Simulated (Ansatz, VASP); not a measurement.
# Al3GaN4: VASP beside Ansatz

```xyz
8
Lattice="5.0434 0.0000 0.0001 0.0000 2.8953 0.0000 -0.0032 0.0000 5.4180" Properties=species:S:1:pos:R:3 pbc="T T T"
Al    2.5223    1.4477    0.9066
Al    0.0019    1.4477    4.5230
Al    0.0044    0.0000    1.7971
Ga    2.5166    0.0000    3.6095
N     0.5585    0.0000    3.6102
N     0.6170    1.4477    0.9057
N     3.1500    1.4477    4.5522
N     3.1419    0.0000    1.7679
```

Change from the starting cell: strain -0.0750 x Voigt [0, 1, 0, 0, 0, 0], atoms carried along.

Alike in both runs: task single point; functional PBEsol; k mesh 6 × 8 × 4; occupations gaussian, width 0.05 eV; no spin polarisation.

|  | VASP | Ansatz |
| --- | --- | --- |
| version | VASP 6.6.1 | Ansatz 0.2.0 |
| potentials or method | VASP PAW PBE potentials, release 64 (Al, Ga_d, N), cutoff 520 eV | scalar-relativistic, plane waves, PAW |
| valence electrons in the cell | 42 | 42 |

```tsv
	VASP	Ansatz	Ansatz less VASP
gap on the k mesh at the Fermi level (eV)	3.62	3.61	-0.016
least direct gap on the mesh (eV)	3.62	3.61	-0.016
pressure (GPa)	19.7	19.7	-0.04
traceless stress, the component that is largest in VASP (GPa)	23.76	23.56	-0.204
rms of the force components (eV/Å)	0.703	0.698	-0.0058
```

VASP's potentials were made for PBE, not for PBEsol. Atom by atom the forces differ by 0.016 eV/Å (rms over components). With one functional, cell and mesh, what is left measures potentials, basis and numerics.
